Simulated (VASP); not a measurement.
# Cu2O (Cuprite) (Pn-3m) in VASP: notebook

Runs on Cu2O (Cuprite). Level: PBE. Tasks: single point.

Program: VASP 6.6.1. These are calculated values, not measurements. Logs are shortened: lines on timing, memory, paths and dates and some standing lists are left out, and cuts for length are marked.

**Experimental background.**

“Importance of surface oxygen vacancies for ultrafast hot carrier relaxation and transport in Cu2O”, 2021, arxiv:2103.03167 quotes, for a bulk crystal of Cu2O: band gap 2.17 eV (direct).

The runs below are set against these values where they give the same quantity.

## (1) The cell of the first run

The structure is cubic, space group Pn-3m (No. 224). Conventional cell: a = 4.212 Å, b = 4.212 Å, c = 4.212 Å, α = 90.00°, β = 90.00°, γ = 90.00°. Cu (site symmetry -3m) has 2 O at 1.82 Å within 2.4 Å. O (site symmetry -43m) has 4 Cu at 1.82 Å within 2.4 Å.

## (2) Single point, PBE

The input, INCAR:

```
PREC = Accurate
ENCUT = 600
EDIFF = 1E-6
ISMEAR = 0
SIGMA = 0.01
LREAL = False
LASPH = True
NELM = 120
ALGO = Normal
ISIF = 2
LWAVE = False
LCHARG = True
GGA = PE
LELF = True
LVHAR = True
NBANDS = 37
GGA_COMPAT = False
```

The input, KPOINTS:

```
Automatic mesh
0
Gamma
  4 4 4
```

The input, POSCAR:

```
Cu2O
1.0
    4.2123754087      0.0000000000      0.0000000000
    0.0000000000      4.2123754087      0.0000000000
    0.0000000000      0.0000000000      4.2123754087
Cu O
4 2
Direct
    0.2500000000      0.2500000000      0.2500000000
    0.2500000000      0.7500000000      0.7500000000
    0.7500000000      0.7500000000      0.2500000000
    0.7500000000      0.2500000000      0.7500000000
    0.0000000000      0.0000000000      0.0000000000
    0.5000000000      0.5000000000      0.5000000000
```

Potentials or basis: VASP PAW PBE potentials, release 64 (Cu, O).

On the command line:

```
cat potpaw_PBE.64/Cu/POTCAR potpaw_PBE.64/O/POTCAR > POTCAR
mpirun -np 1 vasp_std > vasp.out
```

OUTCAR:

```text
PREC = Accurate
   ENCUT = 600
   EDIFF = 1E-6
   ISMEAR = 0
   LREAL = False
   LASPH = True
   NELM = 120
   ISIF = 2
   GGA = PE

 ion  position               nearest neighbor table
   1  0.250  0.250  0.250-   5 1.82   6 1.82
   2  0.250  0.750  0.750-   5 1.82   6 1.82
   3  0.750  0.750  0.250-   5 1.82   6 1.82
   4  0.750  0.250  0.750-   5 1.82   6 1.82
   5  0.000  0.000  0.000-   1 1.82   2 1.82   3 1.82   4 1.82
   6  0.500  0.500  0.500-   1 1.82   2 1.82   3 1.82   4 1.82

  LATTYP: Found a simple cubic cell.
 ALAT       =     4.2123754087

  Lattice vectors:

 A1 = (   4.2123754087,   0.0000000000,   0.0000000000)
 A2 = (   0.0000000000,   4.2123754087,   0.0000000000)
 A3 = (   0.0000000000,   0.0000000000,   4.2123754087)

Analysis of symmetry for initial positions (statically):
=====================================================================
 Subroutine PRICEL returns:
 Original cell was already a primitive cell.

 Routine SETGRP: Setting up the symmetry group for a
 simple cubic supercell.

 Subroutine GETGRP returns: Found 48 space group operations
 (whereof 24 operations were pure point group operations)
 out of a pool of 48 trial point group operations.

The static configuration has the point symmetry T_d .
 The point group associated with its full space group is O_h .

Analysis of symmetry for dynamics (positions and initial velocities):
=====================================================================
 Subroutine PRICEL returns:
 Original cell was already a primitive cell.

 Routine SETGRP: Setting up the symmetry group for a
 simple cubic supercell.

 Subroutine GETGRP returns: Found 48 space group operations
 (whereof 24 operations were pure point group operations)
 out of a pool of 48 trial point group operations.

The dynamic configuration has the point symmetry T_d .
 The point group associated with its full space group is O_h .

 Subroutine INISYM returns: Found 48 space group operations
 (whereof 24 operations are pure point group operations),
 and found     1 'primitive' translations

----------------------------------------------------------------------------------------

                                     Primitive cell

  volume of cell :      74.7448

  direct lattice vectors                    reciprocal lattice vectors
     4.212375409  0.000000000  0.000000000     0.237395745  0.000000000  0.000000000
     0.000000000  4.212375409  0.000000000     0.000000000  0.237395745  0.000000000
     0.000000000  0.000000000  4.212375409     0.000000000  0.000000000  0.237395745

  length of vectors
     4.212375409  4.212375409  4.212375409     0.237395745  0.237395745  0.237395745

  position of ions in fractional coordinates (direct lattice)
     0.250000000  0.250000000  0.250000000
     0.250000000  0.750000000  0.750000000
     0.750000000  0.750000000  0.250000000
     0.750000000  0.250000000  0.750000000
     0.000000000  0.000000000  0.000000000
     0.500000000  0.500000000  0.500000000

  ion indices of the primitive-cell ions
   primitive index   ion index
                 1           1
                 2           2
                 3           3
                 4           4
                 5           5
                 6           6

----------------------------------------------------------------------------------------

 KPOINTS: Automatic mesh

Automatic generation of k-mesh.
 Grid dimensions read from file:
 generate k-points for:    4    4    4

 Generating k-lattice:

  Cartesian coordinates                     Fractional coordinates (reciprocal lattice)
     0.059348936  0.000000000  0.000000000     0.250000000  0.000000000  0.000000000
     0.000000000  0.059348936  0.000000000     0.000000000  0.250000000  0.000000000
     0.000000000  0.000000000  0.059348936     0.000000000  0.000000000  0.250000000

  Length of vectors
     0.059348936  0.059348936  0.059348936

  Shift w.r.t. Gamma in fractional coordinates (k-lattice)
     0.000000000  0.000000000  0.000000000

[... 56 lines left out ...]
      1     -15.0708      2.00000
      2     -14.6662      2.00000
      3      -2.4247      2.00000
      4      -2.0271      2.00000
      5      -1.6353      2.00000
      6      -1.3672      2.00000
[... 29 lines left out ...]
     36      13.9384      0.00000
     37      15.0009      0.00000

 k-point     5 :       0.5000    0.2500    0.0000
  band No.  band energies     occupation
      1     -14.8618      2.00000
      2     -14.8618      2.00000
      3      -2.2520      2.00000
      4      -2.2520      2.00000
      5      -1.3477      2.00000
      6      -1.3477      2.00000
[... 29 lines left out ...]
     36      12.7435      0.00000
     37      16.8055      0.00000

 k-point     6 :       0.5000    0.5000    0.0000
  band No.  band energies     occupation
      1     -14.8495      2.00000
      2     -14.8495      2.00000
      3      -2.4935      2.00000
      4      -2.4935      2.00000
      5      -1.2886      2.00000
      6      -1.2886      2.00000
[... 29 lines left out ...]
     36      13.6033      0.00000
     37      16.2702      0.00000

 k-point     7 :       0.2500    0.2500    0.2500
  band No.  band energies     occupation
      1     -15.0289      2.00000
      2     -14.6884      2.00000
      3      -2.2482      2.00000
      4      -2.2482      2.00000
      5      -1.8196      2.00000
      6      -1.1939      2.00000
[... 29 lines left out ...]
     36      15.0708      0.00000
     37      15.9966      0.00000

 k-point     8 :       0.5000    0.2500    0.2500
  band No.  band energies     occupation
      1     -14.9789      2.00000
      2     -14.7186      2.00000
      3      -2.3600      2.00000
      4      -2.0951      2.00000
      5      -2.0072      2.00000
      6      -0.8927      2.00000
[... 29 lines left out ...]
     36      15.5856      0.00000
     37      15.6425      0.00000

 k-point     9 :       0.5000    0.5000    0.2500
  band No.  band energies     occupation
      1     -15.0206      2.00000
      2     -14.6506      2.00000
      3      -2.3855      2.00000
      4      -2.3855      2.00000
      5      -1.9337      2.00000
      6      -0.8832      2.00000
[... 29 lines left out ...]
     36      14.5954      0.00000
     37      16.9799      0.00000

 k-point    10 :       0.5000    0.5000    0.5000
  band No.  band energies     occupation
      1     -15.0844      2.00000
      2     -14.5587      2.00000
      3      -2.2689      2.00000
      4      -2.2689      2.00000
      5      -2.2689      2.00000
      6      -0.7624      2.00000
[... 29 lines left out ...]
     36      13.2395      0.00000
     37      19.3028      0.00000

------------------------ aborting loop because EDIFF is reached ----------------------------------------

  FORCE on cell =-STRESS in cart. coord.  units (eV):
  Direction    XX          YY          ZZ          XY          YZ          ZX
  --------------------------------------------------------------------------------------
  -------------------------------------------------------------------------------------
  Total        4.1595367      4.1595367      4.1595367      0.0000000     -0.0000000      0.0000000
  in kB       89.1608777     89.1608777     89.1608777      0.0000000     -0.0000000      0.0000000
  external PRESSURE =      89.1608777 kB  Pullay stress =       0.0000000 kB

 VOLUME and BASIS-vectors are now :
 -----------------------------------------------------------------------------
  energy-cutoff  :      600.00
  volume of cell :       74.74
      direct lattice vectors                 reciprocal lattice vectors
     4.212375409  0.000000000  0.000000000     0.237395745  0.000000000  0.000000000
     0.000000000  4.212375409  0.000000000     0.000000000  0.237395745  0.000000000
     0.000000000  0.000000000  4.212375409     0.000000000  0.000000000  0.237395745

 POSITION                                       TOTAL-FORCE (eV/Angst)
 -----------------------------------------------------------------------------------
      1.05309      1.05309      1.05309        -0.000000      0.000000      0.000000
      1.05309      3.15928      3.15928         0.000000     -0.000000      0.000000
      3.15928      3.15928      1.05309         0.000000     -0.000000      0.000000
      3.15928      1.05309      3.15928        -0.000000      0.000000     -0.000000
      0.00000      0.00000      0.00000        -0.000000     -0.000000     -0.000000
      2.10619      2.10619      2.10619        -0.000000     -0.000000     -0.000000
 -----------------------------------------------------------------------------------
    total drift:                                0.000000      0.000000      0.000000

  FREE ENERGIE OF THE ION-ELECTRON SYSTEM (eV)
  ---------------------------------------------------
  free  energy   TOTEN  =       -27.1416564005 eV

  energy  without entropy=      -27.1416564005  energy(sigma->0) =      -27.14165640
```

Run time: 33 s. Hardware: 1 thread of Intel Xeon Platinum 8259CL at 2.50GHz (Skylake/Cascade Lake), shared host; peak memory 0.2 GiB.

What came out:

* Free energy: -27.1417 eV
* Pressure: 8.9 GPa
* Band gap on the k mesh: 0.62 eV, direct

## (3) Single point, PBE

This run uses another cell than the first one, of 12.63 Å³/atom, 1.014 times its volume.

The input, INCAR:

```
  PREC = Accurate
  ENCUT = 600
  EDIFF = 1E-6
  ISMEAR = 0
  SIGMA = 0.01
  LREAL = F
  LASPH = T
  NELM = 120
  ALGO = Normal
  ISIF = 2
  LWAVE = F
  LCHARG = F
  GGA = PE
  NBANDS = 37
  GGA_COMPAT = F
```

The input, KPOINTS:

```
regular mesh
0
Gamma
  4 4 4
```

POSCAR, as its differences from that of step 2:

```diff
@@ -2,5 +2,5 @@
 1.0
-    4.2123754087      0.0000000000      0.0000000000
-    0.0000000000      4.2123754087      0.0000000000
-    0.0000000000      0.0000000000      4.2123754087
+    4.2320201224      0.0000000000      0.0000000000
+    0.0000000000      4.2320201224      0.0000000000
+    0.0000000000      0.0000000000      4.2320201224
 Cu O
```

Potentials or basis: VASP PAW PBE potentials, release 64 (Cu, O).

On the command line:

```
cat potpaw_PBE.64/Cu/POTCAR potpaw_PBE.64/O/POTCAR > POTCAR
mpirun -np 1 vasp_std > vasp.out
```

It took 36 s on 1 thread of Intel Xeon Platinum 8259CL at 2.50GHz (Skylake/Cascade Lake), shared host; peak memory 0.2 GiB.

It converged, with:

```
Free energy            : -27.1942 eV
Pressure               : 6.9 GPa
Band gap on the k mesh : 0.58 eV, direct
```

Levels at points of the mesh, in eV from the valence-band top:
| k point | band 24 | band 25 | band 26 | band 27 | band 28 | band 29 | band 30 | band 31 | band 32 | band 33 |
| --- | --- | --- | --- | --- | --- | --- | --- | --- | --- | --- |
| (0.00, 0.00, 0.00) | -1.62 | -1.62 | 0.00 | 0.00 | 0.00 | 0.58 | 1.18 | 1.18 | 8.07 | 8.07 |
| (0.50, 0.00, 0.00) | -1.74 | -1.23 | -1.23 | -0.41 | -0.41 | 2.31 | 2.31 | 4.23 | 4.23 | 7.54 |
| (0.50, 0.50, 0.00) | -1.53 | -1.25 | -1.25 | -0.67 | -0.67 | 1.93 | 1.93 | 3.90 | 3.90 | 6.88 |
| (0.50, 0.50, 0.50) | -1.68 | -1.01 | -0.59 | -0.59 | -0.59 | 2.43 | 2.43 | 2.43 | 4.96 | 4.96 |

A hybrid or GW would open this gap; PBE tends to underestimate it.

## (4) Single point, PBE

This run uses another cell than the first one, of 13.02 Å³/atom, 1.045 times its volume.

The input, INCAR:

```
ALGO     = Normal         # electronic algorithm
EDIFF    = 1E-6           # SCF threshold, eV
ENCUT    = 600            # plane-wave cutoff, eV
GGA      = PE             # functional
GGA_COMPAT= F            
ISIF     = 2              # what is computed and relaxed
ISMEAR   = 0              # smearing method
LASPH    = T              # aspherical terms in the spheres
LCHARG   = F              # write CHGCAR
LREAL    = F              # projectors in reciprocal space
LWAVE    = F              # write WAVECAR
NBANDS   = 37             # bands
NELM     = 120            # most SCF steps
PREC     = Accurate       # precision mode
SIGMA    = 0.01           # smearing width, eV
```

The input, KPOINTS:

```
k-points
0
Gamma
  4 4 4
```

POSCAR, as its differences from that of step 3:

```diff
@@ -2,5 +2,5 @@
 1.0
-    4.2320201224      0.0000000000      0.0000000000
-    0.0000000000      4.2320201224      0.0000000000
-    0.0000000000      0.0000000000      4.2320201224
+    4.2747853622      0.0000000000      0.0000000000
+    0.0000000000      4.2747853622      0.0000000000
+    0.0000000000      0.0000000000      4.2747853622
 Cu O
```

On the command line:

```
cat potpaw_PBE.64/Cu/POTCAR potpaw_PBE.64/O/POTCAR > POTCAR
mpirun -np 1 vasp_std > vasp.out
```

Run time: 34 s. Hardware: 1 thread of Intel Xeon Platinum 8259CL at 2.50GHz (Skylake/Cascade Lake), shared host; peak memory 0.2 GiB.

It converged, with:

```
Free energy            : -27.2657 eV
Pressure               : 2.7 GPa
Band gap on the k mesh : 0.52 eV, direct
```

Levels at points of the mesh, in eV from the valence-band top:
| k point | band 24 | band 25 | band 26 | band 27 | band 28 | band 29 | band 30 | band 31 | band 32 | band 33 |
| --- | --- | --- | --- | --- | --- | --- | --- | --- | --- | --- |
| (0.00, 0.00, 0.00) | -1.55 | -1.55 | 0.00 | 0.00 | 0.00 | 0.52 | 1.28 | 1.28 | 7.88 | 7.88 |
| (0.50, 0.00, 0.00) | -1.66 | -1.18 | -1.18 | -0.39 | -0.39 | 2.24 | 2.24 | 4.24 | 4.24 | 7.37 |
| (0.50, 0.50, 0.00) | -1.45 | -1.19 | -1.19 | -0.64 | -0.64 | 1.92 | 1.92 | 3.84 | 3.84 | 6.79 |
| (0.50, 0.50, 0.50) | -1.60 | -0.98 | -0.56 | -0.56 | -0.56 | 2.48 | 2.48 | 2.48 | 4.86 | 4.86 |

## (5) Single point, PBE

This run uses another cell than the first one, of 12.82 Å³/atom, 1.029 times its volume.

The input, INCAR:

```
SYSTEM = Cu2O
PREC = Accurate
ENCUT = 600
EDIFF = 1E-6
ISMEAR = 0
SIGMA = 0.01
LREAL = .FALSE.
LASPH = .TRUE.
NELM = 120
ALGO = Normal
ISIF = 2
LWAVE = .FALSE.
LCHARG = .TRUE.
GGA = PE
LELF = .TRUE.
LVHAR = .TRUE.
NBANDS = 37
GGA_COMPAT = .FALSE.
```

The input, KPOINTS:

```
Automatic mesh
0
G
  4 4 4
  0 0 0
```

POSCAR, as its differences from that of step 4:

```diff
@@ -2,5 +2,5 @@
 1.0
-    4.2747853622      0.0000000000      0.0000000000
-    0.0000000000      4.2747853622      0.0000000000
-    0.0000000000      0.0000000000      4.2747853622
+    4.2529166738      0.0000000000      0.0000000000
+    0.0000000000      4.2529166738      0.0000000000
+    0.0000000000      0.0000000000      4.2529166738
 Cu O
```

On the command line:

```
cat potpaw_PBE.64/Cu/POTCAR potpaw_PBE.64/O/POTCAR > POTCAR
mpirun -np 1 vasp_std > vasp.out
```

Wall time 33 s (1 thread of Intel Xeon Platinum 8259CL at 2.50GHz (Skylake/Cascade Lake), shared host); peak memory 0.2 GiB.

The run converged. Its results:

```
Free energy            : -27.2361 eV
Pressure               : 4.9 GPa
Band gap on the k mesh : 0.55 eV, direct
```

Levels at points of the mesh, in eV from the valence-band top:
```
           k point  band 25  band 26  band 27  band 28  band 29  band 30  band 31  band 32
(0.00, 0.00, 0.00)    -1.59     0.00     0.00     0.00     0.55     1.23     1.23     7.98
(0.50, 0.00, 0.00)    -1.21    -1.21    -0.40    -0.40     2.28     2.28     4.24     4.24
(0.50, 0.50, 0.00)    -1.22    -1.22    -0.66    -0.66     1.92     1.92     3.87     3.87
(0.50, 0.50, 0.50)    -0.99    -0.58    -0.58    -0.58     2.45     2.45     2.45     4.91
```

## (6) Single point, PBE

This run uses another cell than the first one, of 13.25 Å³/atom, 1.064 times its volume.

The input, INCAR:

```
  PREC = Accurate
  ENCUT = 600
  EDIFF = 1E-6
  ISMEAR = 0
  SIGMA = 0.01
  LREAL = F
  LASPH = T
  NELM = 120
  ALGO = Normal
  ISIF = 2
  LWAVE = F
  LCHARG = F
  GGA = PE
  NBANDS = 37
  GGA_COMPAT = F
```

The input, KPOINTS:

```
regular mesh
0
Gamma
  4 4 4
```

POSCAR, as its differences from that of step 5:

```diff
@@ -2,5 +2,5 @@
 1.0
-    4.2529166738      0.0000000000      0.0000000000
-    0.0000000000      4.2529166738      0.0000000000
-    0.0000000000      0.0000000000      4.2529166738
+    4.2997818511      0.0000000000      0.0000000000
+    0.0000000000      4.2997818511      0.0000000000
+    0.0000000000      0.0000000000      4.2997818511
 Cu O
```

Potentials or basis: VASP PAW PBE potentials, release 64 (Cu, O).

On the command line:

```
cat potpaw_PBE.64/Cu/POTCAR potpaw_PBE.64/O/POTCAR > POTCAR
mpirun -np 1 vasp_std > vasp.out
```

It took 34 s on 1 thread of Intel Xeon Platinum 8259CL at 2.50GHz (Skylake/Cascade Lake), shared host; peak memory 0.2 GiB.

The run converged. Its results:

| Quantity | Value |
| --- | --- |
| Free energy | -27.2820 eV |
| Pressure | 0.6 GPa |
| Band gap on the k mesh | 0.48 eV, direct |

Levels at points of the mesh, in eV from the valence-band top:
```tsv
k point	band 24	band 25	band 26	band 27	band 28	band 29	band 30	band 31	band 32	band 33
(0.00, 0.00, 0.00)	-1.51	-1.51	0.00	0.00	0.00	0.48	1.34	1.34	7.78	7.78
(0.50, 0.00, 0.00)	-1.62	-1.15	-1.15	-0.38	-0.38	2.20	2.20	4.25	4.25	7.28
(0.50, 0.50, 0.00)	-1.41	-1.16	-1.16	-0.63	-0.63	1.91	1.91	3.80	3.80	6.73
(0.50, 0.50, 0.50)	-1.56	-0.96	-0.55	-0.55	-0.55	2.50	2.50	2.50	4.80	4.80
```

## (7) Summary

| cell | gap on the mesh (eV) | pressure (GPa) |
| --- | --- | --- |
| a = 4.212 Å, 6 atoms | 0.62 | 8.9 |
| a = 4.232 Å, 6 atoms | 0.58 | 6.9 |
| a = 4.275 Å, 6 atoms | 0.52 | 2.7 |
| a = 4.253 Å, 6 atoms | 0.55 | 4.9 |
| a = 4.300 Å, 6 atoms | 0.48 | 0.6 |

Alike in all rows: task single point; level PBE; potentials or basis VASP PAW PBE potentials, release 64 (Cu, O); no spin polarisation; k mesh 4 × 4 × 4; cutoff (eV) 600; smearing gaussian 0.01 eV.

Total energies depend on the potentials used, so only differences within one code and one set of settings carry meaning.

## (8) Comparison with measurements

Step 4. Measured gap of Cu2O: 2.17 eV (direct; quoted in “Importance of surface oxygen vacancies for ultrafast hot carrier relaxation and transport in Cu2O”, 2021, arxiv:2103.03167). This calculation gives 0.52 eV (-1.65 eV). So large a miss can be the level of theory's own, or it may mean another phase, state or a wrong row. The value is that of PBE, without temperature or zero-point motion. Semilocal functionals fall short of measured gaps as a rule.

Step 6. Against the measured gap of Cu2O, 2.17 eV (direct; quoted in “Importance of surface oxygen vacancies for ultrafast hot carrier relaxation and transport in Cu2O”, 2021, arxiv:2103.03167), the calculated 0.48 eV is off by -1.69 eV. So large a miss can be the level of theory's own, or it may mean another phase, state or a wrong row. The value is that of PBE, without temperature or zero-point motion. Semilocal functionals fall short of measured gaps as a rule.
